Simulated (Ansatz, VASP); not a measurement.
# One calculation of Ag, two programs

INCAR

```
PREC = Accurate
ENCUT = 520
EDIFF = 1E-7
ISMEAR = -1
SIGMA = 0.05
LREAL = False
LASPH = True
NELM = 80
ALGO = Normal
ISIF = 2
LWAVE = False
LCHARG = False
NBANDS = 12
```

File KPOINTS:

```
regular mesh
0
Gamma
  18 18 18
```

POSCAR

```
Ag
1.0
    0.0000000000      1.8418607896      1.8418607896
    1.8418607896      0.0000000000      1.8418607896
    1.8418607896      1.8418607896      0.0000000000
Ag
1
Direct
    0.0000000000      0.0000000000      0.0000000000
```

Input for Ansatz:

```yaml
crystal:
  lattice:
    - [0.0, 1.8418607896, 1.8418607896]
    - [1.8418607896, 0.0, 1.8418607896]
    - [1.8418607896, 1.8418607896, 0.0]
  atoms:
    - { symbol: Ag, position: [0.0, 0.0, 0.0] }
kpoints:
  mp_grid: { grid: [18, 18, 18] }
scf:
  occupations: { method: fermi_dirac, width: 0.05 }
hamiltonian:
  xc: lda
  pseudopotentials: { kind: all_electron, lapw: { basis_error: 0.001 } }
output:
  forces: true
  stress: true
  eigenvalues: true
  populations: true
```

Change from the starting cell: volume scaled by 0.78, LAPW.

Alike in both runs: task single point; functional LDA; k mesh 18 × 18 × 18; occupations fermi-dirac, width 0.05 eV; no spin polarisation.

|  | VASP | Ansatz |
| --- | --- | --- |
| version | VASP 6.6.1 | Ansatz 0.2.0 |
| potentials or method | VASP PAW LDA potentials, release 64 (Ag), cutoff 520 eV | all-electron LAPW, scalar-relativistic |

```tsv
	VASP	Ansatz	Ansatz less VASP
pressure (GPa)	68.9	68.7	-0.16
```

LDA's correlation is that of Perdew and Zunger in VASP and of Perdew and Wang (1992) in Ansatz. Both programs put the cell under a high pressure, so it lies far from rest at this level. Ansatz ran all-electron here, and VASP with PAW potentials.

Noted on VASP's run: the cell as given lies far from equilibrium.
